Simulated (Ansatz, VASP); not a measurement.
Two plane-wave programs on In4Ru

File INCAR:

```
SYSTEM = In4Ru
ALGO = Normal ; EDIFF = 1E-7
EDIFFG = -0.01 ; ENCUT = 600
GGA = PE ; IBRION = 2
ISIF = 3 ; ISMEAR = 0
LASPH = .TRUE. ; LCHARG = .FALSE.
LREAL = .FALSE. ; LWAVE = .FALSE.
NELM = 80 ; NSW = 100
PREC = Accurate ; SIGMA = 0.02
```

Contents of KPOINTS:

```
k-points
0
G
  8 8 8
  0 0 0
```

POSCAR

```
In4Ru
1.0
    0.0000000000      4.0313356724      4.0313356724
    4.0313356724      0.0000000000      4.0313356724
    4.0313356724      4.0313356724      0.0000000000
In Ru
4 1
Direct
    0.8750918337      0.3747244988      0.8750918337
    0.8750918337      0.8750918337      0.8750918337
    0.3747244988      0.8750918337      0.8750918337
    0.8750918337      0.8750918337      0.3747244988
    0.2500000000      0.2500000000      0.2500000000
```

Input for Ansatz:

```yaml
crystal:
  lattice:
    - [0.0, 4.0313356724, 4.0313356724]
    - [4.0313356724, 0.0, 4.0313356724]
    - [4.0313356724, 4.0313356724, 0.0]
  atoms:
    - { symbol: In, position: [0.8750918337, 0.3747244988, 0.8750918337] }
    - { symbol: In, position: [0.8750918337, 0.8750918337, 0.8750918337] }
    - { symbol: In, position: [0.3747244988, 0.8750918337, 0.8750918337] }
    - { symbol: In, position: [0.8750918337, 0.8750918337, 0.3747244988] }
    - { symbol: Ru, position: [0.25, 0.25, 0.25] }
basis:
  ecutwfc: 420
kpoints:
  mp_grid: { grid: [8, 8, 8] }
hamiltonian:
  xc: pbe
scf:
  occupations: { method: gaussian, width: 0.02 }
output:
  forces: true
  stress: true
  eigenvalues: true
  write_density: true
  write_potential: true
  elf: true
  volumetric_format: npy
relax:
  adjacent_minimum: "off"
  f_tol: 0.01
  max_steps: 80
  cell: { stress_tol: 0.05 }
```

Alike in both runs: task relaxation of cell and atoms; functional PBE; k mesh 8 × 8 × 8; occupations gaussian, width 0.02 eV; no spin polarisation.

```csv
,VASP,Ansatz
version,VASP 6.6.1,Ansatz 0.2.0
potentials or method,"VASP PAW PBE potentials, release 64 (In_d, Ru_pv), cutoff 600 eV","scalar-relativistic, plane waves, PAW"
valence electrons in the cell,66,68
```

VASP gave:

```
gap on the k mesh at the Fermi level, each at its own relaxed structure (eV) : 0.25
relaxed volume (Å³/atom)                                                     : 26.21
relaxed cell length with the largest relative difference (Å)                 : 5.702
```

Q: What did Ansatz give for the same quantities?

A: gap on the k mesh at the Fermi level, each at its own relaxed structure (eV): 0.25; relaxed volume (Å³/atom): 26.21; relaxed cell length with the largest relative difference (Å): 5.701.

VASP's potentials hold 66 valence electrons a cell and Ansatz's 68, so a difference there can come from the potentials and not from the codes.
